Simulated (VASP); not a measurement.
Set up this calculation in VASP 6.6.1, as the native input.

```
Task                   : single point
Functional             : PBE
Potentials or basis    : VASP PAW PBE potentials, release 64 (Al)
Cutoff                 : 520 eV
k mesh                 : 6 × 6 × 1
Occupations            : gaussian, width 0.1 eV
Spin                   : no spin polarisation
Dipole correction      : yes
Further INCAR settings : ALGO = Normal; EDIFF = 1e-06; NBANDS = 30
```

The structure of Al lies in POSCAR:

```
Al
1.0
    5.6802178820      0.0000000000      0.0000000000
   -2.8401089410      4.9192129848      0.0000000000
    0.0000000000      0.0000000000     30.6908449029
Al
12
Direct
    0.0002125410      0.3331040119      0.6076364351
    0.4975195576      0.3312142551      0.6060705570
    0.0020979344      0.8323018365      0.6060758552
    0.5010174733      0.8357927199      0.6060710551
    0.8326931400      0.4997824811      0.6818461391
    0.3344186472      0.5006263285      0.6818467280
    0.8335223121      0.9988991848      0.6818470295
    0.3335438000      0.9997782532      0.6823432293
    0.6668662938      0.6664437153      0.7577415849
    0.1660320235      0.6665340489      0.7576909798
    0.6667791268      0.1655143732      0.7576919269
    0.1678035155      0.1672783503      0.7576917195
```

One way to write it, as run:

INCAR

```
SYSTEM = Al
  ALGO = Normal
  DIPOL = 0.5 0.5 0.682
  EDIFF = 1E-6
  ENCUT = 520
  GGA = PE
  IDIPOL = 3
  ISIF = 2
  ISMEAR = 0
  LASPH = .True.
  LCHARG = .True.
  LDIPOL = .True.
  LELF = .True.
  LREAL = .False.
  LVACPOTAV = .True.
  LVHAR = .True.
  LWAVE = .False.
  NBANDS = 30
  NELM = 100
  PREC = Accurate
  SIGMA = 0.1
```

KPOINTS

```
k-points
0
Gamma
  6 6 1
  0 0 0
```

Potentials or basis: VASP PAW PBE potentials, release 64 (Al).

Launch:

```console
$ cat potpaw_PBE.64/Al/POTCAR > POTCAR
$ mpirun -np 1 vasp_std > vasp.out
```

Results of the run:

* Largest force: 0.107 eV/Å
* Band gap on the k mesh: zero (band 18 reaches -0.96 eV, above the bottom of band 19 at -1.90 eV)

Wall time 13 min on 1 thread of AMD EPYC 9R45 96-Core Processor (Zen 5), on a shared host, peak memory 0.95 GiB.
